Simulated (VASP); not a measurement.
# Nd2H6 in VASP: single point with PBE

Aim: the single point of Nd2H6 with PBE.

Everything below comes from runs of VASP 6.6.1. Logs are shortened: lines on timing, memory, paths and dates and some standing lists are left out, and cuts for length are marked.

### Step 1. The cell of the first run

The cell holds a molecule in a box, 8 atoms: a = 11.540 Å, b = 12.460 Å, c = 14.910 Å, α = 90.00°, β = 90.00°, γ = 90.00°.

### Step 2. Single point, PBE, collinear spin, ferromagnetic start

INCAR

```
SYSTEM = NdH3
PREC     = Accurate       ! precision mode
ENCUT    = 520            ! plane-wave cutoff, eV
EDIFF    = 1E-6           ! SCF threshold, eV
ISMEAR   = 0              ! smearing method
SIGMA    = 0.01           ! smearing width, eV
LREAL    = .False.        ! projectors in reciprocal space
LASPH    = .True.         ! aspherical terms in the spheres
NELM     = 150            ! most SCF steps
ALGO     = Normal         ! electronic algorithm
ISIF     = 2              ! what is computed and relaxed
LWAVE    = .False.        ! write WAVECAR
LCHARG   = .False.        ! write CHGCAR
ISPIN    = 2              ! spin polarisation
MAGMOM   = 3 3 0 0 0 0 0 0 ! initial moments
LORBIT   = 11             ! projections on sites
LMAXMIX  = 6              ! l up to which the mixer works
GGA      = PE             ! functional
NBANDS   = 31             ! bands
```

KPOINTS

```
regular mesh
0
Gamma
  1 1 1
  0 0 0
```

POSCAR

```
NdH3
1.0
   11.5400000000      0.0000000000      0.0000000000
    0.0000000000     12.4600000000      0.0000000000
    0.0000000000      0.0000000000     14.9100000000
Nd H
2 6
Direct
    0.4999722700      0.5001669300      0.6235130800
    0.4999722700      0.5001669300      0.3763601600
    0.6099965300      0.5001669300      0.4999369600
    0.3899480100      0.5001669300      0.4999369600
    0.4999722700      0.6391781700      0.6980623700
    0.4999722700      0.3611557000      0.6980623700
    0.4999722700      0.6391781700      0.3018108700
    0.4999722700      0.3611557000      0.3018108700
```

Potentials or basis: VASP PAW PBE potentials, release 64 (Nd, H).

The run is started by

```console
cat potpaw_PBE.64/Nd/POTCAR potpaw_PBE.64/H/POTCAR > POTCAR
mpirun -np 1 vasp_gam > vasp.out
```

OUTCAR:

```text
SYSTEM = NdH3
   PREC = Accurate
   ENCUT = 520
   EDIFF = 1E-6
   ISMEAR = 0
   LREAL = .False.
   LASPH = .True.
   NELM = 150
   ISIF = 2
   ISPIN = 2
   LORBIT = 11
   GGA = PE

 ion  position               nearest neighbor table
   1  0.500  0.500  0.624-   6 2.06   5 2.06
   2  0.500  0.500  0.376-   8 2.06   7 2.06
   3  0.610  0.500  0.500-
   4  0.390  0.500  0.500-
   5  0.500  0.639  0.698-   1 2.06
   6  0.500  0.361  0.698-   1 2.06
   7  0.500  0.639  0.302-   2 2.06
   8  0.500  0.361  0.302-   2 2.06

  LATTYP: Found a simple orthorhombic cell.
 ALAT       =    11.5400000000
 B/A-ratio  =     1.0797227036
 C/A-ratio  =     1.2920277296

  Lattice vectors:

 A1 = (  11.5400000000,   0.0000000000,   0.0000000000)
 A2 = (   0.0000000000,  12.4600000000,   0.0000000000)
 A3 = (   0.0000000000,   0.0000000000,  14.9100000000)

Analysis of symmetry for initial positions (statically):
=====================================================================
 Subroutine PRICEL returns:
 Original cell was already a primitive cell.

 Routine SETGRP: Setting up the symmetry group for a
 simple orthorhombic supercell.

 Subroutine GETGRP returns: Found  8 space group operations
 (whereof  1 operations were pure point group operations)
 out of a pool of  8 trial point group operations.

The static configuration has the point symmetry C_1 .
 The point group associated with its full space group is D_2h.

Analysis of symmetry for dynamics (positions and initial velocities):
=====================================================================
 Subroutine PRICEL returns:
 Original cell was already a primitive cell.

 Routine SETGRP: Setting up the symmetry group for a
 simple orthorhombic supercell.

 Subroutine GETGRP returns: Found  8 space group operations
 (whereof  1 operations were pure point group operations)
 out of a pool of  8 trial point group operations.

The dynamic configuration has the point symmetry C_1 .
 The point group associated with its full space group is D_2h.

Analysis of structural, dynamic, and magnetic symmetry:
=====================================================================
 Subroutine PRICEL returns:
 Original cell was already a primitive cell.

 Routine SETGRP: Setting up the symmetry group for a
 simple orthorhombic supercell.

 Subroutine GETGRP returns: Found  8 space group operations
 (whereof  1 operations were pure point group operations)
 out of a pool of  8 trial point group operations.

The overall configuration has the point symmetry C_1 .
 The point group associated with its full space group is D_2h.

 Subroutine INISYM returns: Found  8 space group operations
 (whereof  1 operations are pure point group operations),
 and found     1 'primitive' translations

----------------------------------------------------------------------------------------

                                     Primitive cell

  volume of cell :    2143.8850

  direct lattice vectors                    reciprocal lattice vectors
    11.540000000  0.000000000  0.000000000     0.086655113  0.000000000  0.000000000
     0.000000000 12.460000000  0.000000000     0.000000000  0.080256822  0.000000000
     0.000000000  0.000000000 14.910000000     0.000000000  0.000000000  0.067069081

  length of vectors
    11.540000000 12.460000000 14.910000000     0.086655113  0.080256822  0.067069081

  position of ions in fractional coordinates (direct lattice)
     0.499972270  0.500166930  0.623513080
     0.499972270  0.500166930  0.376360160
     0.609996530  0.500166930  0.499936960
     0.389948010  0.500166930  0.499936960
     0.499972270  0.639178170  0.698062370
     0.499972270  0.361155700  0.698062370
     0.499972270  0.639178170  0.301810870
     0.499972270  0.361155700  0.301810870

  ion indices of the primitive-cell ions
   primitive index   ion index
                 1           1
                 2           2
                 3           3
                 4           4
                 5           5
                 6           6
                 7           7
                 8           8

----------------------------------------------------------------------------------------

 KPOINTS: regular mesh

Automatic generation of k-mesh.
 Grid dimensions read from file:
 generate k-points for:    1    1    1

 Generating k-lattice:

  Cartesian coordinates                     Fractional coordinates (reciprocal lattice)
     0.086655113  0.000000000  0.000000000     1.000000000  0.000000000  0.000000000
     0.000000000  0.080256822  0.000000000     0.000000000  1.000000000  0.000000000
     0.000000000  0.000000000  0.067069081     0.000000000  0.000000000  1.000000000

  Length of vectors
     0.086655113  0.080256822  0.067069081

  Shift w.r.t. Gamma in fractional coordinates (k-lattice)
     0.000000000  0.000000000  0.000000000

 Subroutine IBZKPT returns following result:
 ===========================================

 Found      1 irreducible k-points:

 Following reciprocal coordinates:
            Coordinates               Weight
  0.000000  0.000000  0.000000      1.000000
   k-points           NKPTS =      1   k-points in BZ     NKDIM =      1   number of bands    NBANDS=     31
   number of dos      NEDOS =    301   number of ions     NIONS =      8
   total plane-waves  NPLWV = 967680
   dimension x,y,z NGX =    90 NGY =   96 NGZ =  112
   dimension x,y,z NGXF=   180 NGYF=  192 NGZF=  224
   ions per type =               2   6
   NGX,Y,Z   is equivalent  to a cutoff of  12.97, 12.81, 12.49 a.u.
   NGXF,Y,Z  is equivalent  to a cutoff of  25.93, 25.62, 24.98 a.u.
 SYSTEM =  NdH3
   PREC   = accura    normal or accurate (medium, high low for compatibility)
   ISTART =      0    job   : 0-new  1-cont  2-samecut
   ICHARG =      2    charge: 1-file 2-atom 10-const
   ISPIN  =      2    spin polarized calculation?
   LNONCOLLINEAR =      F non collinear calculations
   LSORBIT =      F    spin-orbit coupling
   LASPH  =      T    aspherical Exc in radial PAW
   ENCUT  =  520.0 eV  38.22 Ry    6.18 a.u.  21.46 23.17 27.72*2*pi/ulx,y,z
   NELM   =    150;   NELMIN=  2; NELMDL= -5     # of ELM steps
   EDIFF  = 0.1E-05   stopping-criterion for ELM
   LREAL  =      F    real-space projection
   EDIFFG = 0.1E-04   stopping-criterion for IOM
   NSW    =      0    number of steps for IOM
   IBRION =     -1    ionic relax: 0-MD 1-quasi-New 2-CG
   NFREE  =      0    steps in history (QN), initial steepest desc. (CG)
   ISIF   =      2    stress and relaxation
   ISYM   =      2    0-nonsym 1-usesym 2-fastsym
   POTIM  = 0.5000    time-step for ionic-motion
   TEBEG  =    0.0;   TEEND  =   0.0 temperature during run
   PSTRESS=    0.0 pullay stress
   NELECT =      34.0000    total number of electrons
   NUPDOWN=      -1.0000    fix difference up-down
   EMIN   =  10.00;   EMAX   =-10.00  energy-range for DOS
   EFERMI =   0.00;   METHOD = LEGACY
   ISMEAR =     0;   SIGMA  =   0.01  broadening in eV -4-tet -1-fermi 0-gaus
   EFERMI_NEDOS =   21; number of points for ismear=-14 and -15
   IALGO  =     38    algorithm
   IMIX   =      4    mixing-type and parameters
     AMIX     =   0.40;   BMIX     =  1.00
     AMIX_MAG =   1.60;   BMIX_MAG =  1.00
  volume/ion in A,a.u.               =     267.99      1808.46
  Fermi-wavevector in a.u.,A,eV,Ry     =   0.411308  0.777260  2.301757  0.169174
  Thomas-Fermi vector in A             =   1.367532
   LORBIT       =     11    0 simple, 1 ext, 2 COOP (PROOUT), +10 PAW based schemes
   GGA     = PE    functional components
   LHFCALC =     F    Hartree Fock is set to
   AEXX    =    0.0000 exact exchange contribution
   IVDW    =     0    specifies the selected vdW correction
   LEPSILON=     F    determine dielectric tensor
   LRPA    =     F    only Hartree local field effects (RPA)
 spin polarized calculation
 Gauss-broadening in eV      SIGMA  =   0.01
  energy-cutoff  :      520.00
  volume of cell :     2143.89
 maximum number of plane-waves:     28844
 NGX is ok and might be reduce to    90
   NGX = 43   NGY = 47   NGZ = 55

 number of electron      34.0000003 magnetization       6.0001154

 Free energy of the ion-electron system (eV)
  ---------------------------------------------------
  ext. energy  EPLUGINS =         0.00000000
  ---------------------------------------------------
  free energy    TOTEN  =       -30.30283168 eV

  energy without entropy =      -30.30283168  energy(sigma->0) =      -30.30283168

 E-fermi :  -5.0239     XC(G=0):  -1.0690

 val. band max:       -5.0981390456   @ k =   0.0000   0.0000   0.0000
 cond. band min:      -4.5319752716   @ k =   0.0000   0.0000   0.0000
 fundamental gap:      0.5661637740
 Fermi energy:        -5.0239084255

 spin component 1

 k-point     1 :       0.0000    0.0000    0.0000
  band No.  band energies     occupation
      1     -41.8475      1.00000
      2     -41.8261      1.00000
      3     -23.1740      1.00000
      4     -23.1202      1.00000
      5     -23.0767      1.00000
      6     -22.9016      1.00000
[... 21 lines left out ...]
     28      -4.1565      0.00000
     29      -2.3960      0.00000
 Fermi energy:        -5.0239084255

 spin component 2

 k-point     1 :       0.0000    0.0000    0.0000
  band No.  band energies     occupation
      1     -40.4422      1.00000
      2     -40.4183      1.00000
      3     -22.1441      1.00000
      4     -22.0813      1.00000
      5     -22.0807      1.00000
      6     -21.9204      1.00000
[... 21 lines left out ...]
     28      -2.1329      0.00000
     29      -1.9922      0.00000
 [bands above 29 left out]

------------------------ aborting loop because EDIFF is reached ----------------------------------------

  FORCE on cell =-STRESS in cart. coord.  units (eV):
  Direction    XX          YY          ZZ          XY          YZ          ZX
  --------------------------------------------------------------------------------------
  -------------------------------------------------------------------------------------
  Total       -0.1681303      0.0790817     -0.7050903     -0.0000000      0.0000000      0.0000000
  in kB       -0.1256479      0.0590997     -0.5269311     -0.0000000      0.0000000      0.0000000
  external PRESSURE =      -0.1978264 kB  Pullay stress =       0.0000000 kB

 VOLUME and BASIS-vectors are now :
 -----------------------------------------------------------------------------
  energy-cutoff  :      520.00
  volume of cell :     2143.89
      direct lattice vectors                 reciprocal lattice vectors
    11.540000000  0.000000000  0.000000000     0.086655113  0.000000000  0.000000000
     0.000000000 12.460000000  0.000000000     0.000000000  0.080256822  0.000000000
     0.000000000  0.000000000 14.910000000     0.000000000  0.000000000  0.067069081

 POSITION                                       TOTAL-FORCE (eV/Angst)
 -----------------------------------------------------------------------------------
      5.76968      6.23208      9.29658         0.000000     -0.000000      0.267843
      5.76968      6.23208      5.61153         0.000000     -0.000000     -0.267843
      7.03936      6.23208      7.45406        -0.025616     -0.000000      0.000000
      4.50000      6.23208      7.45406         0.025616     -0.000000      0.000000
      5.76968      7.96416     10.40811         0.000000      0.026726     -0.133805
      5.76968      4.50000     10.40811         0.000000     -0.026726     -0.133805
      5.76968      7.96416      4.50000         0.000000      0.026726      0.133805
      5.76968      4.50000      4.50000         0.000000     -0.026726      0.133805
 -----------------------------------------------------------------------------------
    total drift:                                0.000002     -0.000019     -0.000274

  FREE ENERGIE OF THE ION-ELECTRON SYSTEM (eV)
  ---------------------------------------------------
  free  energy   TOTEN  =       -30.3028316809 eV

  energy  without entropy=      -30.3028316809  energy(sigma->0) =      -30.30283168

 total charge

# of ion       s       p       d       f       tot
--------------------------------------------------
    1        1.999   5.402   0.500   3.172  11.073
    2        1.999   5.402   0.500   3.172  11.073
    3        0.548   0.002   0.000   0.000   0.550
    4        0.548   0.002   0.000   0.000   0.550
    5        0.530   0.003   0.000   0.000   0.534
    6        0.530   0.003   0.000   0.000   0.534
    7        0.530   0.003   0.000   0.000   0.534
    8        0.530   0.003   0.000   0.000   0.534
--------------------------------------------------
tot          7.216  10.822   1.000   6.343  25.381

 magnetization (x)

# of ion       s       p       d       f       tot
--------------------------------------------------
    1       -0.013  -0.119   0.024   3.041   2.932
    2       -0.013  -0.119   0.024   3.041   2.932
    3       -0.011   0.000   0.000   0.000  -0.011
    4       -0.011   0.000   0.000   0.000  -0.011
    5       -0.026   0.000   0.000   0.000  -0.026
    6       -0.026   0.000   0.000   0.000  -0.026
    7       -0.026   0.000   0.000   0.000  -0.026
    8       -0.026   0.000   0.000   0.000  -0.026
--------------------------------------------------
tot         -0.153  -0.237   0.047   6.081   5.739
```

Wall time 19 min (1 thread of Oxide Virtual Turin-like, shared host); peak memory 2.3 GiB.

Results:

| Property | Result |
| --- | --- |
| Free energy | -30.3028 eV |
| Largest force | 0.268 eV/Å |
| Gap between the frontier levels | 0.57 eV |
| Net moment | 6.00 μB per cell |
| Site moments | Nd +2.93; H -0.01, -0.03 (each value once) μB |
| Valence electrons inside the program's atomic spheres | Nd 11.07; H 0.55, 0.53 (each value once) |

Forces on the atoms (eV/Å):
```
Nd   0.000  0.000  0.268
Nd   0.000  0.000 -0.268
H   -0.026  0.000  0.000
H    0.026  0.000  0.000
H    0.000  0.027 -0.134
H    0.000 -0.027 -0.134
H    0.000  0.027  0.134
H    0.000 -0.027  0.134
```

Levels at points of the mesh, in eV from the valence-band top:
Spin up:
```
           k point  band 16  band 17  band 18  band 19  band 20  band 21  band 22  band 23  band 24  band 25
(0.00, 0.00, 0.00)    -0.28    -0.25    -0.23    -0.18     0.00     0.57     0.60     0.74     0.77     0.79
```
Spin down:
```tsv
k point	band 10	band 11	band 12	band 13	band 14	band 15	band 16	band 17	band 18	band 19
(0.00, 0.00, 0.00)	-1.68	-0.67	-0.48	-0.30	-0.20	2.01	2.06	2.08	2.10	2.14
```

Caveat: the magnetic or orbital state may not be the lowest; spin-orbit coupling is left out, which moves the levels of the heavy elements; semilocal functionals describe open f shells poorly, which spoils levels, moments and volumes. The state reached can hang on the start; a lower one may exist.
